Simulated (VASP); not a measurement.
# ZnS (rocksalt type) (Fm-3m) in VASP: notebook, part 2 of 2

VASP 6.6.1.

## 4. Electric field gradients, PBE (volume scaled by 1.025)

INCAR reads:

```
PREC = Accurate
ENCUT = 520
EDIFF = 1E-8
ISMEAR = -1
SIGMA = 0.05
LREAL = False
LASPH = True
NELM = 80
ALGO = Normal
ISIF = 2
LWAVE = False
LCHARG = False
GGA = PE
LEFG = True
NBANDS = 16
```

KPOINTS reads:

```
Automatic mesh
0
Gamma
  15 15 15
```

POSCAR reads:

```
ZnS
1.0
    0.0000000000      2.5728181746      2.5728181746
    2.5728181746      0.0000000000      2.5728181746
    2.5728181746      2.5728181746      0.0000000000
Zn S
1 1
Direct
    0.0000000000      0.0000000000      0.0000000000
    0.5000000000      0.5000000000      0.5000000000
```

Potentials or basis: VASP PAW PBE potentials, release 64 (Zn, S).

On the command line:

```bash
> cat potpaw_PBE.64/Zn/POTCAR potpaw_PBE.64/S/POTCAR > POTCAR
> mpirun -np 1 vasp_std > vasp.out
```

OUTCAR:

```text
PREC = Accurate
   ENCUT = 520
   EDIFF = 1E-8
   ISMEAR = -1
   LREAL = False
   LASPH = True
   NELM = 80
   ISIF = 2
   GGA = PE

 ion  position               nearest neighbor table
   1  0.000  0.000  0.000-   2 2.57   2 2.57   2 2.57   2 2.57   2 2.57   2 2.57
   2  0.500  0.500  0.500-   1 2.57   1 2.57   1 2.57   1 2.57   1 2.57   1 2.57

  LATTYP: Found a face centered cubic cell.
 ALAT       =     5.1456363492

  Lattice vectors:

 A1 = (   0.0000000000,   2.5728181746,   2.5728181746)
 A2 = (   2.5728181746,   0.0000000000,   2.5728181746)
 A3 = (   2.5728181746,   2.5728181746,   0.0000000000)

Analysis of symmetry for initial positions (statically):
[... 665 lines left out ...]
  free  energy   TOTEN  =        -6.2113727388 eV

  energy  without entropy=       -6.2092731602  energy(sigma->0) =       -6.21032295

 Electric field gradients (V/A^2)
---------------------------------------------------------------------
 ion       V_xx      V_yy      V_zz      V_xy      V_xz      V_yz
---------------------------------------------------------------------
   1      -0.000    -0.000    -0.000     0.005     0.005     0.005
   2       0.000     0.000    -0.000    -0.000    -0.000    -0.000
---------------------------------------------------------------------

 Electric field gradients after diagonalization (V/A^2)
 (convention: |V_zz| > |V_xx| > |V_yy|)
----------------------------------------------------------------------
 ion       V_xx      V_yy      V_zz     asymmetry (V_yy - V_xx)/ V_zz
----------------------------------------------------------------------
   1      -0.005    -0.005     0.010       0.000
   2       0.000     0.000    -0.001       0.000
----------------------------------------------------------------------

           NMR quadrupolar parameters

 Cq : quadrupolar parameter    Cq=e*Q*V_zz/h
 eta: asymmetry parameters     (V_yy - V_xx)/ V_zz
 Q  : nuclear electric quadrupole moment in mb (millibarn)
----------------------------------------------------------------------
 ion       Cq(MHz)       eta       Q (mb)
----------------------------------------------------------------------
   1       0.000       0.000       1.000
   2      -0.000       0.000       1.000
----------------------------------------------------------------------
```

OSZICAR:

```text
N       E                     dE             d eps       ncg     rms          rms(c)
DAV:   1     0.858416338720E+02    0.85842E+02   -0.90460E+03  3856   0.142E+03
DAV:   2    -0.148643829647E+01   -0.87328E+02   -0.81398E+02  4376   0.260E+02
DAV:   3    -0.665148408308E+01   -0.51650E+01   -0.51291E+01  4752   0.608E+01
DAV:   4    -0.669894266736E+01   -0.47459E-01   -0.47449E-01  4648   0.602E+00
DAV:   5    -0.669941010448E+01   -0.46744E-03   -0.46743E-03  4864   0.596E-01    0.655E+00
DAV:   6    -0.624257557764E+01    0.45683E+00   -0.78496E-01  5512   0.279E+01    0.511E+00
DAV:   7    -0.621417153831E+01    0.28404E-01   -0.17901E-01  4600   0.400E+00    0.261E+00
DAV:   8    -0.621146565789E+01    0.27059E-02   -0.51057E-03  5144   0.868E-01    0.626E-01
DAV:   9    -0.621131935272E+01    0.14631E-03   -0.12490E-03  4984   0.304E-01    0.724E-02
DAV:  10    -0.621137121756E+01   -0.51865E-04   -0.86707E-05  4864   0.750E-02    0.191E-02
DAV:  11    -0.621137300838E+01   -0.17908E-05   -0.64517E-06  5368   0.340E-02    0.531E-03
DAV:  12    -0.621137286067E+01    0.14771E-06   -0.12027E-06  4744   0.971E-03    0.297E-03
DAV:  13    -0.621137273260E+01    0.12807E-06   -0.86194E-08  4728   0.337E-03    0.787E-04
DAV:  14    -0.621137273884E+01   -0.62464E-08   -0.22100E-09  3152   0.728E-04
   1 F= -.62113727E+01 E0= -.62103229E+01  d E =-.209958E-02
```

It took 39 s on 1 thread of Intel Xeon 6975P-C (Granite Rapids), shared host; peak memory 0.19 GiB.

Results:

| Property | Result |
| --- | --- |
| Free energy | -6.2114 eV |
| Pressure | -1.9 GPa |
| Band gap on the k mesh | zero (band 9 reaches 3.54 eV, above the bottom of band 10 at 3.31 eV) |

Levels at points of the mesh, in eV from the Fermi level:
```tsv
k point	band 7	band 8	band 9	band 10	band 11	band 12
(0.00, 0.00, 0.00)	-0.62	-0.62	-0.62	1.55	9.00	9.00
```

Caveat: without QUAD_EFG the Cq values of the log hold for a quadrupole moment of 1 mb, not for the nuclei.

## 5. Electric field gradients, PBE (volume scaled by 1.05)

INCAR reads:

```
SYSTEM = ZnS
PREC = Accurate
ENCUT = 520
EDIFF = 1E-8
ISMEAR = -1
SIGMA = 0.05
LREAL = .FALSE.
LASPH = .TRUE.
NELM = 80
ALGO = Normal
ISIF = 2
LWAVE = .FALSE.
LCHARG = .FALSE.
GGA = PE
LEFG = .TRUE.
NBANDS = 16
```

KPOINTS reads:

```
Automatic mesh
0
G
  15 15 15
  0 0 0
```

POSCAR reads:

```
ZnS
1.0
    0.0000000000      2.5935676044      2.5935676044
    2.5935676044      0.0000000000      2.5935676044
    2.5935676044      2.5935676044      0.0000000000
Zn S
1 1
Direct
    0.0000000000      0.0000000000      0.0000000000
    0.5000000000      0.5000000000      0.5000000000
```

Potentials or basis: VASP PAW PBE potentials, release 64 (Zn, S).

On the command line:

```bash
> cat potpaw_PBE.64/Zn/POTCAR potpaw_PBE.64/S/POTCAR > POTCAR
> mpirun -np 1 vasp_std > vasp.out
```

OUTCAR:

```text
SYSTEM = ZnS
   PREC = Accurate
   ENCUT = 520
   EDIFF = 1E-8
   ISMEAR = -1
   LREAL = .FALSE.
   LASPH = .TRUE.
   NELM = 80
   ISIF = 2
   GGA = PE

 ion  position               nearest neighbor table
   1  0.000  0.000  0.000-   2 2.59   2 2.59   2 2.59   2 2.59   2 2.59   2 2.59
   2  0.500  0.500  0.500-   1 2.59   1 2.59   1 2.59   1 2.59   1 2.59   1 2.59

  LATTYP: Found a face centered cubic cell.
 ALAT       =     5.1871352088

  Lattice vectors:

 A1 = (   0.0000000000,   2.5935676044,   2.5935676044)
 A2 = (   2.5935676044,   0.0000000000,   2.5935676044)
 A3 = (   2.5935676044,   2.5935676044,   0.0000000000)

Analysis of symmetry for initial positions (statically):
=====================================================================
 Subroutine PRICEL returns:
 Original cell was already a primitive cell.

 Routine SETGRP: Setting up the symmetry group for a
 face centered cubic supercell.

[... 644 lines left out ...]
      direct lattice vectors                 reciprocal lattice vectors
     0.000000000  2.593567604  2.593567604    -0.192784641  0.192784641  0.192784641
     2.593567604  0.000000000  2.593567604     0.192784641 -0.192784641  0.192784641
     2.593567604  2.593567604  0.000000000     0.192784641  0.192784641 -0.192784641

 POSITION                                       TOTAL-FORCE (eV/Angst)
 -----------------------------------------------------------------------------------
      0.00000      0.00000      0.00000        -0.000000     -0.000000     -0.000000
      2.59357      2.59357      2.59357         0.000000      0.000000      0.000000
 -----------------------------------------------------------------------------------
    total drift:                               -0.000000      0.000000      0.000000

  FREE ENERGIE OF THE ION-ELECTRON SYSTEM (eV)
  ---------------------------------------------------
  free  energy   TOTEN  =        -6.1970946800 eV

  energy  without entropy=       -6.1949577959  energy(sigma->0) =       -6.19602624

 Electric field gradients (V/A^2)
---------------------------------------------------------------------
 ion       V_xx      V_yy      V_zz      V_xy      V_xz      V_yz
---------------------------------------------------------------------
   1       0.000     0.000    -0.000     0.005     0.005     0.005
   2      -0.000     0.000    -0.000    -0.000    -0.000    -0.000
---------------------------------------------------------------------

 Electric field gradients after diagonalization (V/A^2)
 (convention: |V_zz| > |V_xx| > |V_yy|)
----------------------------------------------------------------------
 ion       V_xx      V_yy      V_zz     asymmetry (V_yy - V_xx)/ V_zz
----------------------------------------------------------------------
   1      -0.005    -0.005     0.009       0.000
   2       0.000     0.000    -0.001       0.000
----------------------------------------------------------------------

           NMR quadrupolar parameters

 Cq : quadrupolar parameter    Cq=e*Q*V_zz/h
 eta: asymmetry parameters     (V_yy - V_xx)/ V_zz
 Q  : nuclear electric quadrupole moment in mb (millibarn)
----------------------------------------------------------------------
 ion       Cq(MHz)       eta       Q (mb)
----------------------------------------------------------------------
   1       0.000       0.000       1.000
   2      -0.000       0.000       1.000
----------------------------------------------------------------------
```

OSZICAR:

```text
N       E                     dE             d eps       ncg     rms          rms(c)
DAV:   1     0.875567025117E+02    0.87557E+02   -0.90033E+03  3848   0.140E+03
DAV:   2    -0.135944158942E+01   -0.88916E+02   -0.82762E+02  4352   0.262E+02
DAV:   3    -0.664201030154E+01   -0.52826E+01   -0.52561E+01  4792   0.619E+01
DAV:   4    -0.669184970378E+01   -0.49839E-01   -0.49827E-01  4704   0.608E+00
DAV:   5    -0.669235270515E+01   -0.50300E-03   -0.50299E-03  4832   0.613E-01    0.626E+00
DAV:   6    -0.622820148068E+01    0.46415E+00   -0.79987E-01  5504   0.276E+01    0.490E+00
DAV:   7    -0.620008425201E+01    0.28117E-01   -0.17472E-01  4664   0.395E+00    0.254E+00
DAV:   8    -0.619717825369E+01    0.29060E-02   -0.51709E-03  4976   0.838E-01    0.604E-01
DAV:   9    -0.619703882541E+01    0.13943E-03   -0.12188E-03  5296   0.305E-01    0.760E-02
DAV:  10    -0.619709210745E+01   -0.53282E-04   -0.80465E-05  4792   0.721E-02    0.192E-02
DAV:  11    -0.619709492845E+01   -0.28210E-05   -0.64978E-06  5160   0.289E-02    0.418E-03
DAV:  12    -0.619709480036E+01    0.12809E-06   -0.12642E-06  4680   0.101E-02    0.254E-03
DAV:  13    -0.619709467474E+01    0.12562E-06   -0.96411E-08  4776   0.416E-03    0.736E-04
DAV:  14    -0.619709468001E+01   -0.52735E-08   -0.31577E-09  3240   0.900E-04
   1 F= -.61970947E+01 E0= -.61960262E+01  d E =-.213688E-02
```

stdout:

```text
POSCAR found type information on POSCAR ZnS
 POSCAR found :  2 types and       2 ions
 scaLAPACK will be used
 LDA part: xc-table for (Slater+PW92), standard interpolation
 POSCAR, INCAR and KPOINTS ok, starting setup
 FFT: planning ... GRIDC
 FFT: planning ... GRID_SOFT
 FFT: planning ... GRID
 WAVECAR not read
 entering main loop
ion   1

ion   2
```

Run time: 33 s. Hardware: 1 thread of Intel Xeon 6975P-C (Granite Rapids), shared host; peak memory 0.19 GiB.

What came out:

| Item | Value |
| --- | --- |
| Free energy | -6.1971 eV |
| Pressure | -3.6 GPa |
| Band gap on the k mesh | zero (band 9 reaches 3.30 eV, above the bottom of band 10 at 3.07 eV) |

Caveat: without QUAD_EFG the Cq values of the log hold for a quadrupole moment of 1 mb, not for the nuclei.

## 6. Summary

| cell | gap on the mesh (eV) | pressure (GPa) |
| --- | --- | --- |
| a = 3.609 Å, angles 60.0°, 2 atoms | none | 0.2 |
| a = 3.639 Å, angles 60.0°, 2 atoms | none | -1.9 |
| a = 3.668 Å, angles 60.0°, 2 atoms | none | -3.6 |

Alike in all rows: task electric field gradients; level PBE; potentials or basis VASP PAW PBE potentials, release 64 (Zn, S); no spin polarisation; k mesh 15 × 15 × 15; cutoff (eV) 520; smearing fermi-dirac 0.05 eV.

Total energies depend on the potentials used, so only differences within one code and one set of settings carry meaning.
